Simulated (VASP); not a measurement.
A run of VASP 6.6.1:

INCAR

```
PREC = Accurate
ENCUT = 520
EDIFF = 1E-7
ISMEAR = 0
SIGMA = 0.05
LREAL = F
LASPH = T
NELM = 60
ALGO = Normal
ISIF = 2
LWAVE = F
LCHARG = F
GGA = PS
NBANDS = 16
```

Contents of KPOINTS:

```
regular mesh
0
Gamma
  9 9 6
```

Contents of POSCAR:

```
MgO
1.0
    3.2399209199      0.0000000000      0.0000000000
   -1.6199604600      2.8058538229      0.0000000000
    0.0000000000      0.0000000000      5.2182166336
Mg O
2 2
Direct
    0.3333333333      0.6666666667      0.0508752499
    0.6666666667      0.3333333333      0.5508752499
    0.3333333333      0.6666666667      0.4009416620
    0.6666666667      0.3333333333      0.9009416620
```

Potentials or basis: VASP PAW PBE potentials, release 64 (Mg, O).

The run is started by

```console
$ cat potpaw_PBE.64/Mg/POTCAR potpaw_PBE.64/O/POTCAR > POTCAR
$ mpirun -np 1 vasp_std > vasp.out
```

Hardware: 1 thread of Intel(R) Xeon(R) Platinum 8488C (Sapphire Rapids) (shared host).

**Question.** How long does it take, and how much memory?

**Answer.** Wall time 17 s on 1 thread of Intel(R) Xeon(R) Platinum 8488C (Sapphire Rapids), on a shared host, peak memory 0.17 GiB. Counts: scf iterations 15, k points 48.
